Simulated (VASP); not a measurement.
# Pt3PbC (Pm-3m) in VASP: a series of runs, part 2 of 3

VASP 6.6.1. Earlier steps stand in the parts before.

## (3) Single point, r2SCAN

This run uses another cell than the first one, of 17.32 Å³/atom, 1.026 times its volume.

POSCAR

```
Pt3PbC
1.0
    4.4240036171      0.0000000000      0.0000000000
    0.0000000000      4.4240036171      0.0000000000
    0.0000000000      0.0000000000      4.4240036171
Pt Pb C
3 1 1
Direct
    0.0000000000      0.5000000000      0.5000000000
    0.5000000000      0.5000000000      0.0000000000
    0.5000000000      0.0000000000      0.5000000000
    0.0000000000      0.0000000000      0.0000000000
    0.5000000000      0.5000000000      0.5000000000
```

INCAR.step1

```
SYSTEM = Pt3PbC
ALGO = Normal ; EDIFF = 1E-4
ENCUT = 520 ; GGA = PE
ISMEAR = 0 ; LASPH = .True.
LCHARG = .False. ; LREAL = .False.
LWAVE = .True. ; NBANDS = 32
NELM = 80 ; PREC = Accurate
SIGMA = 0.15
```

INCAR.step2

```
SYSTEM = Pt3PbC
ALGO = Normal ; EDIFF = 1E-6
ENCUT = 520 ; ISIF = 2
ISMEAR = 0 ; ISTART = 1
LASPH = .True. ; LCHARG = .False.
LMIXTAU = .True. ; LREAL = .False.
LWAVE = .False. ; METAGGA = R2SCAN
NBANDS = 32 ; NELM = 80
PREC = Accurate ; SIGMA = 0.15
```

KPOINTS

```
k-points
0
Gamma
  5 5 5
  0 0 0
```

Potentials or basis: VASP PAW PBE potentials, release 64 (Pt, Pb_d, C).

Launch:

```
$ cat potpaw_PBE.64/Pt/POTCAR potpaw_PBE.64/Pb_d/POTCAR potpaw_PBE.64/C/POTCAR > POTCAR
$ cp INCAR.step1 INCAR
$ mpirun -np 1 vasp_std > vasp.out
$ cp INCAR.step2 INCAR
$ mpirun -np 1 vasp_std > vasp.out
```

OUTCAR:

```text
SYSTEM = Pt3PbC
   EDIFF = 1E-6
   ENCUT = 520
   ISIF = 2
   ISMEAR = 0
   ISTART = 1
   LASPH = .True.
   LREAL = .False.
   METAGGA = R2SCAN
   NELM = 80
   PREC = Accurate

 ion  position               nearest neighbor table
   1  0.000  0.500  0.500-   5 2.21   5 2.21   4 3.13   2 3.13   2 3.13   4 3.13   3 3.13   4 3.13
                             4 3.13   2 3.13   3 3.13   3 3.13   2 3.13   3 3.13
   2  0.500  0.500  0.000-   5 2.21   5 2.21   4 3.13   1 3.13   1 3.13   3 3.13   3 3.13   3 3.13
                             4 3.13   3 3.13   1 3.13   4 3.13   1 3.13   4 3.13
   3  0.500  0.000  0.500-   5 2.21   5 2.21   4 3.13   1 3.13   2 3.13   4 3.13   1 3.13   2 3.13
                             2 3.13   2 3.13   1 3.13   4 3.13   4 3.13   1 3.13
   4  0.000  0.000  0.000-   1 3.13   2 3.13   3 3.13   1 3.13   3 3.13   1 3.13   2 3.13   1 3.13
                             2 3.13   3 3.13   3 3.13   2 3.13
   5  0.500  0.500  0.500-   1 2.21   2 2.21   3 2.21   2 2.21   3 2.21   1 2.21

  LATTYP: Found a simple cubic cell.
 ALAT       =     4.4240036171

  Lattice vectors:

 A1 = (   4.4240036171,   0.0000000000,   0.0000000000)
 A2 = (   0.0000000000,   4.4240036171,   0.0000000000)
 A3 = (   0.0000000000,   0.0000000000,   4.4240036171)

Analysis of symmetry for initial positions (statically):
=====================================================================
 Subroutine PRICEL returns:
 Original cell was already a primitive cell.

 Routine SETGRP: Setting up the symmetry group for a
 simple cubic supercell.

 Subroutine GETGRP returns: Found 48 space group operations
 (whereof 48 operations were pure point group operations)
 out of a pool of 48 trial point group operations.

The static configuration has the point symmetry O_h .

Analysis of symmetry for dynamics (positions and initial velocities):
=====================================================================
 Subroutine PRICEL returns:
 Original cell was already a primitive cell.

 Routine SETGRP: Setting up the symmetry group for a
 simple cubic supercell.

 Subroutine GETGRP returns: Found 48 space group operations
 (whereof 48 operations were pure point group operations)
 out of a pool of 48 trial point group operations.

The dynamic configuration has the point symmetry O_h .

 Subroutine INISYM returns: Found 48 space group operations
 (whereof 48 operations are pure point group operations),
 and found     1 'primitive' translations

----------------------------------------------------------------------------------------

                                     Primitive cell

  volume of cell :      86.5857

  direct lattice vectors                    reciprocal lattice vectors
     4.424003617  0.000000000  0.000000000     0.226039598  0.000000000  0.000000000
     0.000000000  4.424003617  0.000000000     0.000000000  0.226039598  0.000000000
     0.000000000  0.000000000  4.424003617     0.000000000  0.000000000  0.226039598

  length of vectors
     4.424003617  4.424003617  4.424003617     0.226039598  0.226039598  0.226039598

  position of ions in fractional coordinates (direct lattice)
     0.000000000  0.500000000  0.500000000
     0.500000000  0.500000000  0.000000000
[... 40 lines left out ...]
  0.000000  0.000000  0.000000      1.000000
  0.200000  0.000000  0.000000      6.000000
  0.400000  0.000000  0.000000      6.000000
  0.200000  0.200000  0.000000     12.000000
  0.400000  0.200000  0.000000     24.000000
  0.400000  0.400000  0.000000     12.000000
  0.200000  0.200000  0.200000      8.000000
  0.400000  0.200000  0.200000     24.000000
  0.400000  0.400000  0.200000     24.000000
  0.400000  0.400000  0.400000      8.000000
   k-points           NKPTS =     10   k-points in BZ     NKDIM =     10   number of bands    NBANDS=     32
   number of dos      NEDOS =    301   number of ions     NIONS =      5
   total plane-waves  NPLWV =  46656
   dimension x,y,z NGX =    36 NGY =   36 NGZ =   36
   dimension x,y,z NGXF=    72 NGYF=   72 NGZF=   72
   ions per type =               3   1   1
   NGX,Y,Z   is equivalent  to a cutoff of  13.53, 13.53, 13.53 a.u.
   NGXF,Y,Z  is equivalent  to a cutoff of  27.06, 27.06, 27.06 a.u.
 SYSTEM =  Pt3PbC
   PREC   = accura    normal or accurate (medium, high low for compatibility)
   ISTART =      1    job   : 0-new  1-cont  2-samecut
   ICHARG =      0    charge: 1-file 2-atom 10-const
   ISPIN  =      1    spin polarized calculation?
   LNONCOLLINEAR =      F non collinear calculations
   LSORBIT =      F    spin-orbit coupling
   LASPH  =      T    aspherical Exc in radial PAW
   ENCUT  =  520.0 eV  38.22 Ry    6.18 a.u.   8.23  8.23  8.23*2*pi/ulx,y,z
   NELM   =     80;   NELMIN=  2; NELMDL=  0     # of ELM steps
   EDIFF  = 0.1E-05   stopping-criterion for ELM
   LREAL  =      F    real-space projection
   EDIFFG = 0.1E-04   stopping-criterion for IOM
   NSW    =      0    number of steps for IOM
   IBRION =     -1    ionic relax: 0-MD 1-quasi-New 2-CG
   NFREE  =      0    steps in history (QN), initial steepest desc. (CG)
   ISIF   =      2    stress and relaxation
   ISYM   =      2    0-nonsym 1-usesym 2-fastsym
   POTIM  = 0.5000    time-step for ionic-motion
   TEBEG  =    0.0;   TEEND  =   0.0 temperature during run
   PSTRESS=    0.0 pullay stress
   NELECT =      48.0000    total number of electrons
   NUPDOWN=      -1.0000    fix difference up-down
   EMIN   =  10.00;   EMAX   =-10.00  energy-range for DOS
   EFERMI =   0.00;   METHOD = LEGACY
   ISMEAR =     0;   SIGMA  =   0.15  broadening in eV -4-tet -1-fermi 0-gaus
   EFERMI_NEDOS =   21; number of points for ismear=-14 and -15
   IALGO  =     38    algorithm
   IMIX   =      4    mixing-type and parameters
     AMIX     =   0.40;   BMIX     =  1.00
     AMIX_MAG =   1.60;   BMIX_MAG =  1.00
  volume/ion in A,a.u.               =      17.32       116.86
  Fermi-wavevector in a.u.,A,eV,Ry     =   1.344848  2.541394 24.607705  1.808615
  Thomas-Fermi vector in A             =   2.472808
   LORBIT       =      0    0 simple, 1 ext, 2 COOP (PROOUT), +10 PAW based schemes
   METAGGA = R2SCAN    functional components
   LHFCALC =     F    Hartree Fock is set to
   AEXX    =    0.0000 exact exchange contribution
   IVDW    =     0    specifies the selected vdW correction
   LEPSILON=     F    determine dielectric tensor
   LRPA    =     F    only Hartree local field effects (RPA)
 non-spin polarized calculation
 Gauss-broadening in eV      SIGMA  =   0.15
  energy-cutoff  :      520.00
  volume of cell :       86.59
 maximum number of plane-waves:      2340
 NGX is ok and might be reduce to    36
   NGX = 17   NGY = 17   NGZ = 17

 number of electron      47.9999987 magnetization

 Free energy of the ion-electron system (eV)
  ---------------------------------------------------
  ext. energy  EPLUGINS =         0.00000000
  ---------------------------------------------------
  free energy    TOTEN  =      -218.59642597 eV

  energy without entropy =     -218.55835041  energy(sigma->0) =     -218.57738819

 E-fermi :   8.1889     XC(G=0): -12.8065

 val. band max:        8.1138804695   @ k =   0.0000   0.0000   0.0000
 cond. band min:       8.2747332310   @ k =   0.4000   0.0000   0.0000
 fundamental gap:      0.1608527616
 Fermi energy:         8.1889335611

 k-point     1 :       0.0000    0.0000    0.0000
  band No.  band energies     occupation
      1      -8.7047      2.00000
      2      -8.7047      2.00000
      3      -8.6921      2.00000
      4      -8.6921      2.00000
      5      -8.6921      2.00000
      6      -5.6334      2.00000
[... 339 lines left out ...]
     31      15.9366      0.00000
     32      18.0305      0.00000

------------------------ aborting loop because EDIFF is reached ----------------------------------------

  FORCE on cell =-STRESS in cart. coord.  units (eV):
  Direction    XX          YY          ZZ          XY          YZ          ZX
  --------------------------------------------------------------------------------------
  -------------------------------------------------------------------------------------
  Total       -5.7893445     -5.7893445     -5.7893445      0.0000000     -0.0000000      0.0000000
  in kB     -107.1256710   -107.1256710   -107.1256710      0.0000000     -0.0000000      0.0000000
  external PRESSURE =    -107.1256710 kB  Pullay stress =       0.0000000 kB

 VOLUME and BASIS-vectors are now :
 -----------------------------------------------------------------------------
  energy-cutoff  :      520.00
  volume of cell :       86.59
      direct lattice vectors                 reciprocal lattice vectors
     4.424003617  0.000000000  0.000000000     0.226039598  0.000000000  0.000000000
     0.000000000  4.424003617  0.000000000     0.000000000  0.226039598  0.000000000
     0.000000000  0.000000000  4.424003617     0.000000000  0.000000000  0.226039598

 POSITION                                       TOTAL-FORCE (eV/Angst)
 -----------------------------------------------------------------------------------
      0.00000      2.21200      2.21200         0.000000      0.000000      0.000000
      2.21200      2.21200      0.00000         0.000000      0.000000      0.000000
      2.21200      0.00000      2.21200         0.000000      0.000000      0.000000
      0.00000      0.00000      0.00000         0.000000      0.000000      0.000000
      2.21200      2.21200      2.21200         0.000000      0.000000      0.000000
 -----------------------------------------------------------------------------------
    total drift:                                0.000000      0.000000      0.000000

  FREE ENERGIE OF THE ION-ELECTRON SYSTEM (eV)
  ---------------------------------------------------
  free  energy   TOTEN  =      -218.5964259687 eV

  energy  without entropy=     -218.5583504112  energy(sigma->0) =     -218.57738819
```

It took 100 s on 1 thread of Intel Xeon Platinum 8259CL at 2.50GHz (Skylake/Cascade Lake), shared host; peak memory 0.22 GiB.

Results:

- Free energy: -218.5964 eV
- Pressure: -10.7 GPa
- Band gap on the k mesh: zero (band 24 reaches 8.30 eV, above the bottom of band 25 at 7.86 eV)

Caveat: the PAW data sets were made with another functional, which shifts forces and pressure a little; spin-orbit coupling is left out, which moves the levels of the heavy elements.

(Continued in part 3 of 3.)
